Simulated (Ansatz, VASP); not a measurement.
## One calculation of MgAu, two programs

The input INCAR:

```
SYSTEM = MgAu
ALGO = Normal
EDIFF = 1E-6
ENCUT = 520
ISIF = 2
ISMEAR = -1
LASPH = .TRUE.
LCHARG = .TRUE.
LELF = .TRUE.
LREAL = .FALSE.
LVHAR = .TRUE.
LWAVE = .FALSE.
NBANDS = 14
NELM = 80
PREC = Accurate
SIGMA = 0.05
```

The input KPOINTS:

```
k-points
0
G
  13 13 13
  0 0 0
```

File POSCAR:

```
MgAu
1.0
    3.1924711283      0.0000000000      0.0000000000
    0.0000000000      3.1924711283      0.0000000000
    0.0000000000      0.0000000000      3.1924711283
Mg Au
1 1
Direct
    0.5000000000      0.5000000000      0.5000000000
    0.0000000000      0.0000000000      0.0000000000
```

Input for Ansatz:

```yaml
crystal:
  lattice:
    - [3.1924711283, 0.0, 0.0]
    - [0.0, 3.1924711283, 0.0]
    - [0.0, 0.0, 3.1924711283]
  atoms:
    - { symbol: Mg, position: [0.5, 0.5, 0.5] }
    - { symbol: Au, position: [0.0, 0.0, 0.0] }
kpoints:
  mp_grid: { grid: [13, 13, 13] }
  band_path:
    path:
      - [0.0, 0.0, 0.0]
      - [0.0, 0.5, 0.0]
      - [0.5, 0.5, 0.0]
      - [0.0, 0.0, 0.0]
      - [0.5, 0.5, 0.5]
      - [0.0, 0.5, 0.0]
      - [0.5, 0.5, 0.5]
      - [0.5, 0.5, 0.0]
    npoints: 5
scf:
  occupations: { method: fermi_dirac, width: 0.05 }
hamiltonian:
  xc: lda
  pseudopotentials: { kind: all_electron, lapw: { basis_error: 0.00025 } }
output:
  forces: true
  stress: true
  eigenvalues: true
```

Change from the starting cell: volume scaled by 0.94.

Alike in both runs: task single point; functional LDA; k mesh 13 × 13 × 13; occupations fermi-dirac, width 0.05 eV; no spin polarisation.

```csv
,VASP,Ansatz
version,VASP 6.6.1,Ansatz 0.2.0
potentials or method,"VASP PAW LDA potentials, release 64 (Mg, Au), cutoff 520 eV","all-electron LAPW, scalar-relativistic"
```

```csv
,VASP,Ansatz,Ansatz less VASP
pressure (GPa),2.2,2.6,+0.41
```

LDA's correlation is that of Perdew and Zunger in VASP and of Perdew and Wang (1992) in Ansatz. Ansatz ran all-electron here, and VASP with PAW potentials.

Neither program's run includes spin-orbit coupling.
